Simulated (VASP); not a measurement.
**Lu: relaxation of cell and atoms with PBE**

Lu:

```
CELL_PARAMETERS angstrom
3.15834 0.00000 0.00000
0.00000 3.15834 0.00000
0.00000 0.00000 3.15834
ATOMIC_POSITIONS crystal
Lu 0.00000 0.00000 0.00000
```

This isn't the form of Lu at room conditions, which is hcp.

| Item | Value |
| --- | --- |
| Program | VASP 6.6.1 |
| Task | relaxation of cell and atoms |
| Functional | PBE |
| Potentials or basis | VASP PAW PBE potentials, release 64 (Lu) |
| Cutoff | 600 eV |
| k mesh | 12 × 12 × 12 |
| Occupations | fermi-dirac, width 0.1 eV |
| Spin | no spin polarisation |
| Dipole correction | no |
| Further INCAR settings | ALGO = Normal; EDIFF = 1e-07; IBRION = 2; EDIFFG = -0.005; NSW = 60; ISIF = 3 |

- Relaxed volume: 33.14 Å³/atom
- Relaxed cell: a = 3.212 Å, b = 3.212 Å, c = 3.212 Å, α = 90.00°, β = 90.00°, γ = 90.00°
- Space group after relaxing (to 0.1 Å): Pm-3m (No. 221)
- Energy gained by relaxing: 7.9 meV/atom
- Ionic steps: 3
- Pressure after relaxing: 0.0 GPa
- Band gap on the k mesh: zero (an odd number of electrons rules out a gap without spin polarisation)

Step by step:
```
step  energy change (eV)  largest force (eV/Å)  pressure (GPa)  volume (Å³)
   1              0.0000                0.0000            1.63        31.50
   2             -0.0078                0.0000            0.13        32.98
   3             -0.0079                0.0000            0.00        33.14
```

Final structure:
```xyz
1
Lattice="3.2122 0.0000 0.0000 0.0000 3.2122 0.0000 0.0000 0.0000 3.2122" Properties=species:S:1:pos:R:3 pbc="T T T"
Lu    0.0000    0.0000    0.0000
```

Levels at points of the mesh, in eV from the Fermi level:
```tsv
k point	band 9	band 10	band 11	band 12	band 13	band 14	band 15	band 16
(0.00, 0.00, 0.00)	-5.40	-5.40	-5.40	-5.37	-0.37	-0.37	5.97	5.97
(0.50, 0.00, 0.00)	-5.39	-5.36	-5.36	-2.69	-0.39	0.39	3.22	3.22
(0.50, 0.50, 0.00)	-5.41	-5.37	-5.35	-1.70	-0.19	3.21	3.21	3.83
(0.50, 0.50, 0.50)	-5.37	-5.37	-5.37	-0.36	-0.36	-0.36	6.13	7.42
```

Wall time 60 s on 1 thread of Intel(R) Xeon(R) 6975P-C (Granite Rapids), on a shared host, peak memory 0.21 GiB.

Caveat: spin-orbit coupling is left out, which moves the levels of the heavy elements.
